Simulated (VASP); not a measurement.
# Cu (Cmcm) in VASP: single point with LDA

Aim: the single point of Cu with LDA.

Everything below comes from runs of VASP 6.6.1. Logs are shortened: lines on timing, memory, paths and dates and some standing lists are left out, and cuts for length are marked.

**1. The cell of the first run**

The structure is orthorhombic, space group Cmcm (No. 63). The conventional cell has a = 2.395 Å, b = 7.816 Å, c = 2.439 Å, α = 90.00°, β = 90.00°, γ = 90.00°. Cu (site symmetry m2m) has 10 Cu at 2.40 to 2.49 Å within 3.2 Å.

**2. Single point, LDA**

Contents of INCAR:

```
SYSTEM = Cu
PREC = Accurate ; ENCUT = 700
EDIFF = 1E-6 ; ISMEAR = -1
SIGMA = 0.1 ; LREAL = .False.
LASPH = .True. ; NELM = 120
ALGO = Normal ; ISIF = 2
LWAVE = .False. ; LCHARG = .False.
GGA = CA ; NBANDS = 26
GGA_COMPAT = .False.
```

Contents of KPOINTS:

```
regular mesh
0
Gamma
  14 14 13
  0 0 0
```

Contents of POSCAR:

```
Cu
1.0
    1.1975565739     -3.9081489792      0.0000000000
    1.1975565739      3.9081489792      0.0000000000
    0.0000000000      0.0000000000      2.4386889633
Cu
2
Direct
    0.1337282373      0.8662717627      0.2500000000
    0.8662717627      0.1337282373      0.7500000000
```

Potentials or basis: VASP PAW LDA potentials, release 64 (Cu_sv_GW).

Run with:

```
cat potpaw_LDA.64/Cu_sv_GW/POTCAR > POTCAR
mpirun -np 1 vasp_std > vasp.out
```

OUTCAR:

```text
SYSTEM = Cu
   PREC = Accurate
   ENCUT = 700
   EDIFF = 1E-6
   ISMEAR = -1
   LREAL = .False.
   LASPH = .True.
   NELM = 120
   ISIF = 2
   GGA = CA

 ion  position               nearest neighbor table
   1  0.134  0.866  0.250-   2 2.42   2 2.42   2 2.49   2 2.49   2 2.49   2 2.49
   2  0.866  0.134  0.750-   1 2.42   1 2.42   1 2.49   1 2.49   1 2.49   1 2.49

  LATTYP: Found a base centered orthorhombic cell.
 ALAT       =     2.3951131478
 B/A-ratio  =     3.2634357861
 C/A-ratio  =     1.0181936355

  Lattice vectors:

 A1 = (   1.1975565739,  -3.9081489792,   0.0000000000)
 A2 = (   1.1975565739,   3.9081489792,   0.0000000000)
 A3 = (   0.0000000000,   0.0000000000,   2.4386889633)

Analysis of symmetry for initial positions (statically):
=====================================================================
 Subroutine PRICEL returns:
 Original cell was already a primitive cell.

 Routine SETGRP: Setting up the symmetry group for a
 base centered orthorhombic supercell.

 Subroutine GETGRP returns: Found  8 space group operations
 (whereof  4 operations were pure point group operations)
 out of a pool of  8 trial point group operations.

The static configuration has the point symmetry C_2h.
 The point group associated with its full space group is D_2h.

Analysis of symmetry for dynamics (positions and initial velocities):
=====================================================================
 Subroutine PRICEL returns:
 Original cell was already a primitive cell.

 Routine SETGRP: Setting up the symmetry group for a
 base centered orthorhombic supercell.

 Subroutine GETGRP returns: Found  8 space group operations
 (whereof  4 operations were pure point group operations)
 out of a pool of  8 trial point group operations.

The dynamic configuration has the point symmetry C_2h.
 The point group associated with its full space group is D_2h.

 Subroutine INISYM returns: Found  8 space group operations
 (whereof  4 operations are pure point group operations),
 and found     1 'primitive' translations

----------------------------------------------------------------------------------------

                                     Primitive cell

  volume of cell :      22.8272

  direct lattice vectors                    reciprocal lattice vectors
     1.197556574 -3.908148979  0.000000000     0.417516810 -0.127937804  0.000000000
     1.197556574  3.908148979  0.000000000     0.417516810  0.127937804  0.000000000
     0.000000000  0.000000000  2.438688963     0.000000000  0.000000000  0.410056393

  length of vectors
     4.087513938  4.087513938  2.438688963     0.436678793  0.436678793  0.410056393

  position of ions in fractional coordinates (direct lattice)
     0.133728237  0.866271763  0.250000000
     0.866271763  0.133728237  0.750000000

  ion indices of the primitive-cell ions
   primitive index   ion index
                 1           1
                 2           2

----------------------------------------------------------------------------------------

 KPOINTS: regular mesh

Automatic generation of k-mesh.
 Grid dimensions read from file:
 generate k-points for:   14   14   13

 Generating k-lattice:

  Cartesian coordinates                     Fractional coordinates (reciprocal lattice)
     0.029822629 -0.009138415  0.000000000     0.071428571 -0.000000000  0.000000000
     0.029822629  0.009138415  0.000000000    -0.000000000  0.071428571  0.000000000
     0.000000000  0.000000000  0.031542799     0.000000000  0.000000000  0.076923077

  Length of vectors
     0.031191342  0.031191342  0.031542799

  Shift w.r.t. Gamma in fractional coordinates (k-lattice)
     0.000000000  0.000000000  0.000000000

 Subroutine IBZKPT returns following result:
 ===========================================

 Found    399 irreducible k-points:

 Following reciprocal coordinates:
            Coordinates               Weight
  0.000000  0.000000  0.000000      1.000000
  0.071429 -0.000000  0.000000      4.000000
  0.142857 -0.000000  0.000000      4.000000
  0.214286 -0.000000  0.000000      4.000000
  0.285714  0.000000  0.000000      4.000000
  0.357143 -0.000000  0.000000      4.000000
[... 16 lines left out ...]
  0.214286  0.142857  0.000000      4.000000
  0.285714  0.142857  0.000000      4.000000
 [... further k-points ...]
   k-points           NKPTS =    399   k-points in BZ     NKDIM =    399   number of bands    NBANDS=     26
   number of dos      NEDOS =    301   number of ions     NIONS =      2
   total plane-waves  NPLWV =  31104
   dimension x,y,z NGX =    36 NGY =   36 NGZ =   24
   dimension x,y,z NGXF=    72 NGYF=   72 NGZF=   48
   ions per type =               2
   NGX,Y,Z   is equivalent  to a cutoff of  14.64, 14.64, 16.36 a.u.
   NGXF,Y,Z  is equivalent  to a cutoff of  29.28, 29.28, 32.72 a.u.
 SYSTEM =  Cu
   PREC   = accura    normal or accurate (medium, high low for compatibility)
   ISTART =      0    job   : 0-new  1-cont  2-samecut
   ICHARG =      2    charge: 1-file 2-atom 10-const
   ISPIN  =      1    spin polarized calculation?
   LNONCOLLINEAR =      F non collinear calculations
   LSORBIT =      F    spin-orbit coupling
   LASPH  =      T    aspherical Exc in radial PAW
   ENCUT  =  700.0 eV  51.45 Ry    7.17 a.u.   8.82  8.82  5.26*2*pi/ulx,y,z
   NELM   =    120;   NELMIN=  2; NELMDL= -5     # of ELM steps
   EDIFF  = 0.1E-05   stopping-criterion for ELM
   LREAL  =      F    real-space projection
   EDIFFG = 0.1E-04   stopping-criterion for IOM
   NSW    =      0    number of steps for IOM
   IBRION =     -1    ionic relax: 0-MD 1-quasi-New 2-CG
   NFREE  =      0    steps in history (QN), initial steepest desc. (CG)
   ISIF   =      2    stress and relaxation
   ISYM   =      2    0-nonsym 1-usesym 2-fastsym
   POTIM  = 0.5000    time-step for ionic-motion
   TEBEG  =    0.0;   TEEND  =   0.0 temperature during run
   PSTRESS=    0.0 pullay stress
   NELECT =      38.0000    total number of electrons
   NUPDOWN=      -1.0000    fix difference up-down
   EMIN   =  10.00;   EMAX   =-10.00  energy-range for DOS
   EFERMI =   0.00;   METHOD = LEGACY
   ISMEAR =    -1;   SIGMA  =   0.10  broadening in eV -4-tet -1-fermi 0-gaus
   EFERMI_NEDOS =   21; number of points for ismear=-14 and -15
   IALGO  =     38    algorithm
   IMIX   =      4    mixing-type and parameters
     AMIX     =   0.40;   BMIX     =  1.00
     AMIX_MAG =   1.60;   BMIX_MAG =  1.00
  volume/ion in A,a.u.               =      11.41        77.02
  Fermi-wavevector in a.u.,A,eV,Ry     =   1.940222  3.666489 51.218627  3.764463
  Thomas-Fermi vector in A             =   2.970159
   LORBIT       =      0    0 simple, 1 ext, 2 COOP (PROOUT), +10 PAW based schemes
   GGA     = CA    functional components
   LHFCALC =     F    Hartree Fock is set to
   AEXX    =    0.0000 exact exchange contribution
   IVDW    =     0    specifies the selected vdW correction
   LEPSILON=     F    determine dielectric tensor
   LRPA    =     F    only Hartree local field effects (RPA)
 non-spin polarized calculation
  energy-cutoff  :      700.00
  volume of cell :       22.83
 maximum number of plane-waves:       981
   NGX = 17   NGY = 17   NGZ = 11

 number of electron      38.0000008 magnetization

 Free energy of the ion-electron system (eV)
  ---------------------------------------------------
  ext. energy  EPLUGINS =         0.00000000
  ---------------------------------------------------
  free energy    TOTEN  =        -9.39878328 eV

  energy without entropy =       -9.38135448  energy(sigma->0) =       -9.39006888

 E-fermi :   7.6032     XC(G=0): -14.0040

 val. band max:        7.5897713819   @ k =   0.2143  -0.0000   0.4615
 cond. band min:       7.6039941761   @ k =  -0.4286   0.3571   0.3846
 fundamental gap:      0.0142227943
 Fermi energy:         7.6032346947

 k-point     1 :       0.0000    0.0000    0.0000
  band No.  band energies     occupation
      1    -103.9966      2.00000
      2    -103.9714      2.00000
      3     -62.0442      2.00000
      4     -61.9354      2.00000
      5     -61.8906      2.00000
      6     -61.8885      2.00000
[... 18 lines left out ...]
     25      27.7838      0.00000
     26      29.8594      0.00000

 k-point     2 :       0.0714   -0.0000    0.0000
  band No.  band energies     occupation
      1    -103.9955      2.00000
      2    -103.9710      2.00000
      3     -62.0422      2.00000
      4     -61.9344      2.00000
      5     -61.8963      2.00000
      6     -61.8885      2.00000
[... 18 lines left out ...]
     25      28.3384      0.00000
     26      31.5483      0.00000

 k-point     3 :       0.1429   -0.0000    0.0000
  band No.  band energies     occupation
      1    -103.9927      2.00000
      2    -103.9699      2.00000
      3     -62.0371      2.00000
      4     -61.9316      2.00000
      5     -61.9124      2.00000
      6     -61.8885      2.00000
[... 18 lines left out ...]
     25      28.6141      0.00000
     26      31.8474      0.00000

 k-point     4 :       0.2143   -0.0000    0.0000
  band No.  band energies     occupation
      1    -103.9889      2.00000
      2    -103.9685      2.00000
      3     -62.0300      2.00000
      4     -61.9362      2.00000
      5     -61.9274      2.00000
      6     -61.9120      2.00000
[... 18 lines left out ...]
     25      28.8789      0.00000
     26      32.5245      0.00000
[... 496 lines left out ...]
      1    -103.9855      2.00000
      2    -103.9661      2.00000
      3     -62.0280      2.00000
      4     -61.9593      2.00000
      5     -61.9397      2.00000
      6     -61.9239      2.00000
[... 18 lines left out ...]
     25      29.1336      0.00000
     26      33.2049      0.00000

 k-point    23 :       0.2143    0.1429    0.0000
  band No.  band energies     occupation
      1    -103.9815      2.00000
      2    -103.9650      2.00000
      3     -62.0253      2.00000
      4     -61.9822      2.00000
      5     -61.9600      2.00000
      6     -61.9186      2.00000
[... 18 lines left out ...]
     25      29.5246      0.00000
     26      31.4087      0.00000

 k-point    24 :       0.2857    0.1429    0.0000
  band No.  band energies     occupation
      1    -103.9783      2.00000
      2    -103.9653      2.00000
      3     -62.0263      2.00000
      4     -61.9984      2.00000
      5     -61.9680      2.00000
      6     -61.9149      2.00000
[... 18 lines left out ...]
     25      28.7173      0.00000
     26      30.0752      0.00000

 [... further k-points ...]

------------------------ aborting loop because EDIFF is reached ----------------------------------------

  FORCE on cell =-STRESS in cart. coord.  units (eV):
  Direction    XX          YY          ZZ          XY          YZ          ZX
  --------------------------------------------------------------------------------------
  -------------------------------------------------------------------------------------
  Total       -0.6496558     -0.7099304     -0.6735298      0.0000000      0.0000000      0.0000000
  in kB      -45.5974251    -49.8279217    -47.2730745      0.0000000      0.0000000      0.0000000
  external PRESSURE =     -47.5661404 kB  Pullay stress =       0.0000000 kB

 VOLUME and BASIS-vectors are now :
 -----------------------------------------------------------------------------
  energy-cutoff  :      700.00
  volume of cell :       22.83
      direct lattice vectors                 reciprocal lattice vectors
     1.197556574 -3.908148979  0.000000000     0.417516810 -0.127937804  0.000000000
     1.197556574  3.908148979  0.000000000     0.417516810  0.127937804  0.000000000
     0.000000000  0.000000000  2.438688963     0.000000000  0.000000000  0.410056393

 POSITION                                       TOTAL-FORCE (eV/Angst)
 -----------------------------------------------------------------------------------
      1.19756      2.86289      0.60967         0.000000      0.002688      0.000000
      1.19756     -2.86289      1.82902         0.000000     -0.002688     -0.000000
 -----------------------------------------------------------------------------------
    total drift:                                0.000000      0.000000     -0.000000

  FREE ENERGIE OF THE ION-ELECTRON SYSTEM (eV)
  ---------------------------------------------------
  free  energy   TOTEN  =        -9.3987832755 eV

  energy  without entropy=       -9.3813544769  energy(sigma->0) =       -9.39006888
```

Run time: 17 min. Hardware: 1 thread of AMD EPYC, shared host; peak memory 0.42 GiB.

What came out:

| Property | Result |
| --- | --- |
| Free energy | -9.3988 eV |
| Pressure | -4.8 GPa |
| Band gap on the k mesh | zero (bands 19 and 20 overlap by 5.38 eV) |

Forces on the atoms (eV/Å):
```
Cu   0.000  0.003  0.000
Cu   0.000 -0.003  0.000
```

Stress tensor (GPa, compression positive):
```
-4.56  0.00  0.00
 0.00 -4.98  0.00
 0.00  0.00 -4.73
```

Levels at points of the mesh, in eV from the Fermi level:
```tsv
k point	band 17	band 18	band 19	band 20	band 21	band 22
(0.00, 0.00, 0.00)	-1.86	-1.71	-1.44	-0.15	5.10	15.03
(0.50, 0.00, 0.00)	-2.19	-1.68	-0.45	1.40	2.58	7.22
(0.50, 0.50, 0.00)	-2.38	-1.96	-1.61	-1.53	14.08	15.83
```

Caveat: the cell stands under tension.
